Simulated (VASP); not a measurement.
# Li8Nb8CuO24 (a cell with a defect): single point with PBE

The system is Li8Nb8CuO24 (a cell with a defect).

```
Li Nb O Cu
1.0
     2.59495    1.49820    4.67222
    -5.18990    2.99639    9.34445
     0.00000   -5.99278    9.34445
Li Nb O Cu
8 8 24 1
Direct
  0.68525 0.35116 0.32413
  0.21601 0.11139 0.11314
  0.72537 0.36441 0.85718
  0.22583 0.11116 0.61113
  0.72035 0.86034 0.36072
  0.22423 0.61048 0.10954
  0.72131 0.86038 0.85824
  0.23062 0.61605 0.61444
  0.01519 0.51210 0.50088
  0.49633 0.24505 0.24706
  0.99744 0.50430 0.99734
  0.49764 0.24969 0.76047
  0.99231 0.99984 0.50146
  0.50767 0.75880 0.24458
  0.00823 0.99966 0.99793
  0.49298 0.75178 0.75260
  0.27993 0.32729 0.44047
  0.64239 0.44488 0.13066
  0.87691 0.13969 0.32100
  0.38571 0.06923 0.38795
  0.77430 0.19487 0.06797
  0.12196 0.38926 0.20234
  0.28281 0.31970 0.94691
  0.65799 0.44768 0.64211
  0.89862 0.13814 0.81966
  0.38840 0.07063 0.89255
  0.78025 0.18730 0.57825
  0.15392 0.39280 0.69578
  0.27560 0.82277 0.44408
  0.64431 0.94541 0.13880
  0.90155 0.64823 0.32053
  0.41798 0.56699 0.39041
  0.78176 0.69329 0.07169
  0.14773 0.88973 0.19361
  0.28233 0.81968 0.94424
  0.63512 0.94636 0.64161
  0.89311 0.64132 0.81940
  0.39086 0.57036 0.88995
  0.78568 0.69889 0.57061
  0.14232 0.88616 0.69419
  0.82326 0.39476 0.43900
```

```
Program             : VASP 6.6.1
Task                : single point
Functional          : PBE
Potentials or basis : VASP PAW PBE potentials, release 64 (Li_sv, Nb_sv, O, Cu)
Cutoff              : 520 eV
k mesh              : 1 × 1 × 1, shifted
Occupations         : fermi-dirac, width 0.01 eV
Spin                : no spin polarisation
```

The largest force is 0.047 eV/Å.

Forces on the atoms (eV/Å):
```
Li   0.003 -0.011  0.025
Li   0.004 -0.001 -0.005
Li   0.003  0.002 -0.006
Li  -0.003  0.002 -0.006
Li   0.002  0.001 -0.003
Li  -0.006 -0.004 -0.002
Li  -0.002 -0.002 -0.004
Li  -0.001  0.002 -0.002
Nb   0.007 -0.003  0.037
Nb  -0.011  0.013  0.025
Nb   0.007 -0.006  0.031
Nb   0.013  0.002  0.028
Nb  -0.005  0.003  0.037
Nb   0.002 -0.001  0.025
Nb  -0.003 -0.006  0.032
Nb   0.009  0.004  0.036
O   -0.005  0.003  0.005
O    0.007  0.011 -0.014
O   -0.002 -0.012 -0.006
O   -0.007 -0.011 -0.018
O    0.013 -0.005 -0.010
O    0.005  0.012 -0.014
O   -0.007  0.012 -0.013
O    0.008 -0.003  0.003
O   -0.010 -0.008 -0.016
O   -0.014 -0.004 -0.008
O    0.022 -0.035 -0.023
O   -0.004  0.011 -0.015
O    0.000  0.012 -0.004
O    0.016 -0.002 -0.007
O    0.000 -0.009 -0.004
O   -0.032  0.003 -0.021
O    0.005 -0.010 -0.008
O    0.000  0.007 -0.009
O    0.001  0.012 -0.015
O    0.012 -0.006 -0.009
O   -0.013  0.001 -0.015
O   -0.008  0.000 -0.007
O    0.008 -0.011 -0.011
O   -0.005  0.007 -0.012
Cu  -0.008  0.027  0.004
```

Levels at points of the mesh, in eV from the Fermi level:
```tsv
k point	band 139	band 140	band 141	band 142	band 143	band 144
(0.25, 0.25, 0.25)	-1.04	-0.47	-0.31	1.29	1.40	1.45
```

Run time: 8.7 min on 1 thread of Intel Xeon 8259CL, on a shared host, peak memory 0.65 GiB.

Caveat: the k points lie up to 1.14 Å⁻¹ apart, too coarse for converged energies, forces and pressures; the cell carries a net charge on a neutralising background, which shifts energy and pressure; the cell is charged against a uniform background, so pressure and absolute levels hang on convention.
